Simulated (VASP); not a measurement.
Runs of VASP 6.6.1 on WC. The structure is that of space group Fm-3m (No. 225), or close to it. The cells are those of the table. 

```tsv
potentials or basis	cell	k mesh	cutoff (eV)	smearing	second run	gap on the mesh (eV)	pressure (GPa)
VASP PAW PBE potentials, release 64 (W_sv, C)	a = 3.086 Å, angles 60.0°, 2 atoms	16 × 16 × 16	520	gaussian 0.1 eV	-	none	1.7
VASP PAW PBE potentials, release 64 (W_sv, C_h)	a = 3.101 Å, angles 60.0°, 2 atoms	8 × 8 × 8	910	gaussian 0.1 eV	hard_potentials	none	(a)
VASP PAW PBE potentials, release 64 (W_sv, C)	a = 3.086 Å, angles 60.0°, 2 atoms	24 × 24 × 24	520	gaussian 0.15 eV	-	none	1.7
VASP PAW PBE potentials, release 64 (W_sv, C)	a = 3.086 Å, angles 60.0°, 2 atoms	14 × 14 × 14	520	gaussian 0.15 eV	-	none	1.7
VASP PAW PBE potentials, release 64 (W_sv, C)	a = 3.101 Å, angles 60.0°, 2 atoms	8 × 8 × 8	520	gaussian 0.1 eV	-	none	-3.4
```

Alike in all rows: task single point; level r2SCAN; no spin polarisation.

Estimate the missing entries.

(a) -3.5.

Caveats: the PAW data sets were made with another functional, which shifts forces and pressure a little; spin-orbit coupling is left out, which moves the levels of the heavy elements; the cutoff is under 1.25 times the usual one of these potentials, so pressure, stress and relaxed cells hold a basis-set (Pulay) error (some runs).

A k mesh can miss the band edges, and the runs leave out spin-orbit coupling on W.

A gap of «none» marks levels without a gap at the run's occupations.
